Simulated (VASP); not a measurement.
Input of a VASP 6.6.1 run:

INCAR

```
SYSTEM = MgO
PREC = Accurate
ENCUT = 600
EDIFF = 1E-6
ISMEAR = 0
SIGMA = 0.02
LREAL = .FALSE.
LASPH = .TRUE.
NELM = 80
ALGO = Normal
ISIF = 3
LWAVE = .FALSE.
LCHARG = .FALSE.
IBRION = 2
NSW = 100
EDIFFG = -0.002
```

Contents of KPOINTS:

```
Automatic mesh
0
G
  8 8 8
  0 0 0
```

Contents of POSCAR:

```
MgO
1.0
    0.0000000000      2.0816499862      2.0816499862
    2.0816499862      0.0000000000      2.0816499862
    2.0816499862      2.0816499862      0.0000000000
Mg O
1 1
Direct
    0.0000000000      0.0000000000      0.0000000000
    0.5000000000      0.5000000000      0.5000000000
```

Potentials or basis: VASP PAW LDA potentials, release 64 (Mg, O).

Launch:

```console
$ cat potpaw_LDA.64/Mg/POTCAR potpaw_LDA.64/O/POTCAR > POTCAR
$ mpirun -np 1 vasp_std > vasp.out
```

(1) Predict the relaxed volume.

(2) Predict the band gap on the k mesh.

(3) Estimate the space group after relaxing (to 0.05 Å).

(4) Predict the relaxed cell.

Answers

(1) 8.89 Å³/atom.

(2) 5.15 eV, direct.

(3) Fm-3m (No. 225).

(4) a = 2.930 Å, b = 2.930 Å, c = 2.930 Å, α = 60.00°, β = 60.00°, γ = 60.00°.
